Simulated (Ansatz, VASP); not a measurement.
**One calculation of InSe, two programs**

```
In Se
1.0
     1.98658    1.14695    8.38335
    -1.98658    1.14695    8.38335
     0.00000   -2.29390    8.38335
In Se
2 2
Direct
  0.88860 0.88860 0.88860
  0.00000 0.00000 0.00000
  0.17190 0.17190 0.17190
  0.38350 0.38350 0.38350
```

Change from the starting cell: volume scaled by 0.98.

Alike in both runs: task single point; functional PBE; k mesh 8 × 8 × 8; occupations fermi-dirac, width 0.05 eV; no spin polarisation.

```csv
,VASP,Ansatz
version,VASP 6.6.1,Ansatz 0.2.0
potentials or method,"VASP PAW PBE potentials, release 64 (In_d, Se), cutoff 520 eV","all-electron LAPW, scalar-relativistic"
```

Ansatz gave:

| Item | Value |
| --- | --- |
| gap on the k mesh at the Fermi level (eV) | 0.50 |
| least direct gap on the mesh (eV) | 0.50 |
| pressure (GPa) | 3.9 |
| traceless stress, the component that is largest in VASP (GPa) | -0.89 |
| rms of the force components (eV/Å) | 0.247 |

Problem. Which values does VASP return?

Solution. gap on the k mesh at the Fermi level (eV): 0.48; least direct gap on the mesh (eV): 0.48; pressure (GPa): 4.0; traceless stress, the component that is largest in VASP (GPa): -0.89; rms of the force components (eV/Å): 0.257.

Atom by atom the forces differ by 0.009 eV/Å (rms over components). Ansatz ran all-electron here, and VASP with PAW potentials.
